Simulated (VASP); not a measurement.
Here is a VASP 6.6.1 calculation.

The input INCAR:

```
PREC     = Accurate       # precision mode
ENCUT    = 600            # plane-wave cutoff, eV
EDIFF    = 1E-7           # SCF threshold, eV
ISMEAR   = 0              # smearing method
SIGMA    = 0.05           # smearing width, eV
LREAL    = False          # projectors in reciprocal space
LASPH    = True           # aspherical terms in the spheres
NELM     = 120            # most SCF steps
ALGO     = Normal         # electronic algorithm
ISIF     = 3              # what is computed and relaxed
LWAVE    = False          # write WAVECAR
LCHARG   = False          # write CHGCAR
GGA      = PS             # functional
IBRION   = 2              # ionic algorithm
NSW      = 50             # ionic steps
EDIFFG   = -0.02          # ionic threshold
GGA_COMPAT= False        
NELMIN   = 4
```

KPOINTS

```
regular mesh
0
Gamma
  6 6 6
```

POSCAR

```
Mg
1.0
    0.0000000000      3.1150000000      3.1150000000
    3.1150000000      0.0000000000      3.1150000000
    3.1150000000      3.1150000000      0.0000000000
Mg
2
Direct
    0.0000000000      0.0000000000      0.0000000000
    0.2500000000      0.2500000000      0.2500000000
```

Potentials or basis: VASP PAW PBE potentials, release 64 (Mg).

Command:

```sh
$ cat potpaw_PBE.64/Mg/POTCAR > POTCAR
$ mpirun -np 1 vasp_std > vasp.out
```

Estimate the relaxed volume.

40.15 Å³/atom.

Predict the space group after relaxing (to 0.05 Å).

Fd-3m (No. 227).

What does it give for the relaxed cell?

a = 4.843 Å, b = 4.843 Å, c = 4.843 Å, α = 60.00°, β = 60.00°, γ = 60.00°.

The path:
```tsv
step	energy change (eV)	largest force (eV/Å)	pressure (GPa)	volume (Å³)
1	0.0000	0.0000	5.18	60.45
2	-0.1911	0.0000	1.89	69.41
3	-0.2413	0.0000	-0.28	82.30
4	-0.2434	0.0000	-0.05	80.30
```

Caveat: the volume moved by over 15 % at a fixed basis, so the end points are rough; the PAW data sets were made with another functional, which shifts forces and pressure a little.
